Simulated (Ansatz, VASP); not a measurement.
**SiO2 in VASP and in Ansatz**

File INCAR:

```
SYSTEM = SiO2
PREC = Accurate
ENCUT = 520
EDIFF = 1E-6
ISMEAR = 0
SIGMA = 0.05
LREAL = .False.
LASPH = .True.
NELM = 80
ALGO = Normal
ISIF = 2
LWAVE = .False.
LCHARG = .False.
GGA = PE
NBANDS = 25
```

The input KPOINTS:

```
regular mesh
0
Gamma
  6 6 8
  0 0 0
```

Contents of POSCAR:

```
SiO2
1.0
    4.2041000000      0.0000000000      0.0000000000
    0.0000000000      4.2041000000      0.0000000000
    0.0000000000      0.0000000000      2.7705000000
Si O
2 4
Direct
    0.5000000000      0.5000000000      0.5000000000
    0.0000000000      0.0000000000      0.0000000000
    0.6930127928      0.6930127928      0.0000000000
    0.1930127928      0.8069872072      0.5000000000
    0.3069872072      0.3069872072      0.0000000000
    0.8069872072      0.1930127928      0.5000000000
```

Input for Ansatz:

```yaml
crystal:
  lattice:
    - [4.2041, 0.0, 0.0]
    - [0.0, 4.2041, 0.0]
    - [0.0, 0.0, 2.7705]
  atoms:
    - { symbol: Si, position: [0.5, 0.5, 0.5] }
    - { symbol: Si, position: [0.0, 0.0, 0.0] }
    - { symbol: O, position: [0.6930127928, 0.6930127928, 0.0] }
    - { symbol: O, position: [0.1930127928, 0.8069872072, 0.5] }
    - { symbol: O, position: [0.3069872072, 0.3069872072, 0.0] }
    - { symbol: O, position: [0.8069872072, 0.1930127928, 0.5] }
basis:
  ecutwfc: 520.0
kpoints:
  mp_grid: { grid: [6, 6, 8] }
hamiltonian:
  xc: pbe
  pseudopotentials: { kind: paw, azcp: { folder: soft_1 } }
scf:
  occupations: { method: gaussian, width: 0.05 }
output:
  forces: true
  stress: true
  eigenvalues: true
```

Alike in both runs: task single point; functional PBE; k mesh 6 × 6 × 8; occupations gaussian, width 0.05 eV; no spin polarisation.

```csv
,VASP,Ansatz
version,VASP 6.6.1,Ansatz 0.2.0
potentials or method,"VASP PAW PBE potentials, release 64 (Si, O), cutoff 520 eV","scalar-relativistic, plane waves, PAW"
valence electrons in the cell,32,32
```

```csv
,VASP,Ansatz,Ansatz less VASP
gap on the k mesh at the Fermi level (eV),4.63,4.65,+0.020
least direct gap on the mesh (eV),4.63,4.65,+0.020
pressure (GPa),-5.5,-5.7,-0.23
"traceless stress, the component that is largest in VASP (GPa)",-10.31,-10.68,-0.369
rms of the force components (eV/Å),0.090,0.085,-0.0050
```

Atom by atom the forces differ by 0.005 eV/Å (rms over components).
